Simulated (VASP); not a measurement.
Write the native input for VASP 6.6.1 that does the following.

| Property | Result |
| --- | --- |
| Task | single point |
| Functional | PBE |
| Potentials or basis | VASP PAW PBE potentials, release 64 (Sn_d, Se) |
| Cutoff | 520 eV |
| k mesh | 6 × 6 × 3 |
| Occupations | gaussian, width 0.01 eV |
| Spin | no spin polarisation |
| Dipole correction | no |
| Further INCAR settings | ALGO = Normal; EDIFF = 1e-07; NBANDS = 20 |

The structure of SnSe2 lies in POSCAR:

```
SnSe2
1.0
    3.7132386281      0.0000000000      0.0000000000
   -1.8566193140      3.2157589785      0.0000000000
    0.0000000000      0.0000000000      5.9785967520
Sn Se
1 2
Direct
    0.0000000000      0.0000000000      0.0000000000
    0.3333333333      0.6666666667      0.2490000000
    0.6666666667      0.3333333333      0.7510000000
```

These files were run (other wordings do the same):

INCAR

```
ALGO = Normal
EDIFF = 1E-7
ENCUT = 520
GGA = PE
ISIF = 2
ISMEAR = 0
LASPH = True
LCHARG = False
LREAL = False
LWAVE = False
NBANDS = 20
NELM = 100
PREC = Accurate
SIGMA = 0.01
```

KPOINTS

```
k-points
0
Gamma
  6 6 3
```

Potentials or basis: VASP PAW PBE potentials, release 64 (Sn_d, Se).

Run with:

```console
$ cat potpaw_PBE.64/Sn_d/POTCAR potpaw_PBE.64/Se/POTCAR > POTCAR
$ mpirun -np 1 vasp_std > vasp.out
```

It gave:

The pressure is 13.3 GPa, the largest force is 1.661 eV/Å and the band gap on the k mesh is 0.83 eV, indirect (least direct gap 1.47 eV).

Caveat: spin-orbit coupling is left out, which moves the levels of the heavy elements; this functional lacks dispersion, which binds the layers, so the pressure and a relaxed spacing across them are unreliable; forces of over 1 eV/Å act on the atoms, so gaps and moduli don't describe the material at rest.

Run time: 46 s on 1 thread of Intel Xeon 6975P-C, with other jobs on the host, peak memory 0.19 GiB.
